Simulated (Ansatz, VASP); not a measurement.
# One calculation of Mg2Ti3O3, two programs

INCAR

```
SYSTEM = Mg2Ti3O3
ALGO     = Normal         ! electronic algorithm
EDIFF    = 1E-7           ! SCF threshold, eV
EDIFFG   = -0.01          ! ionic threshold
ENCUT    = 600            ! plane-wave cutoff, eV
GGA      = PE             ! functional
IBRION   = 2              ! ionic algorithm
ISIF     = 3              ! what is computed and relaxed
ISMEAR   = 0              ! smearing method
LASPH    = .True.         ! aspherical terms in the spheres
LCHARG   = .False.        ! write CHGCAR
LREAL    = .False.        ! projectors in reciprocal space
LWAVE    = .False.        ! write WAVECAR
NELM     = 80             ! most SCF steps
NSW      = 100            ! ionic steps
PREC     = Accurate       ! precision mode
SIGMA    = 0.1            ! smearing width, eV
```

KPOINTS

```
k-points
0
Gamma
  10 10 4
  0 0 0
```

The input POSCAR:

```
Mg2Ti3O3
1.0
    3.2454910296      0.0000000000      0.0000000000
    0.0000000000      3.2454910296      0.0000000000
    0.0000000000      0.0000000000      9.4486270886
Mg Ti O
2 3 3
Direct
    0.5000000000      0.5000000000      0.5000000000
    0.0000000000      0.0000000000      0.0000000000
    0.0000000000      0.0000000000      0.2682600547
    0.0000000000      0.0000000000      0.7317399453
    0.5000000000      0.5000000000      0.0000000000
    0.5000000000      0.5000000000      0.2907375093
    0.5000000000      0.5000000000      0.7092624907
    0.0000000000      0.0000000000      0.5000000000
```

Input for Ansatz:

```yaml
crystal:
  lattice:
    - [3.2454910296, 0.0, 0.0]
    - [0.0, 3.2454910296, 0.0]
    - [0.0, 0.0, 9.4486270886]
  atoms:
    - { symbol: Mg, position: [0.5, 0.5, 0.5] }
    - { symbol: Mg, position: [0.0, 0.0, 0.0] }
    - { symbol: Ti, position: [0.0, 0.0, 0.2682600547] }
    - { symbol: Ti, position: [0.0, 0.0, 0.7317399453] }
    - { symbol: Ti, position: [0.5, 0.5, 0.0] }
    - { symbol: O, position: [0.5, 0.5, 0.2907375093] }
    - { symbol: O, position: [0.5, 0.5, 0.7092624907] }
    - { symbol: O, position: [0.0, 0.0, 0.5] }
basis:
  ecutwfc: 420
kpoints:
  mp_grid: { grid: [10, 10, 4] }
hamiltonian:
  xc: pbe
scf:
  occupations: { method: gaussian, width: 0.1 }
output:
  forces: true
  stress: true
  eigenvalues: true
relax:
  adjacent_minimum: "off"
  f_tol: 0.01
  max_steps: 80
  cell: { stress_tol: 0.05 }
```

Alike in both runs: task relaxation of cell and atoms; functional PBE; k mesh 10 × 10 × 4; occupations gaussian, width 0.1 eV; no spin polarisation.

|  | VASP | Ansatz |
| --- | --- | --- |
| version | VASP 6.6.1 | Ansatz 0.2.0 |
| potentials or method | VASP PAW PBE potentials, release 64 (Mg, Ti_sv, O), cutoff 600 eV | scalar-relativistic, plane waves, PAW |
| valence electrons in the cell | 58 | 74 |

|  | VASP | Ansatz | Ansatz less VASP |
| --- | --- | --- | --- |
| gap on the k mesh at the Fermi level, each at its own relaxed structure (eV) | none | none | - |
| relaxed volume (Å³/atom) | 12.41 | 12.41 | +0.001 |
| relaxed cell length with the largest relative difference (Å) | 9.455 | 9.456 | +0.0011 |

A gap of «none» marks a metal or a gap that the smearing closes. VASP's potentials hold 58 valence electrons a cell and Ansatz's 74, so a difference there can come from the potentials and not from the codes.
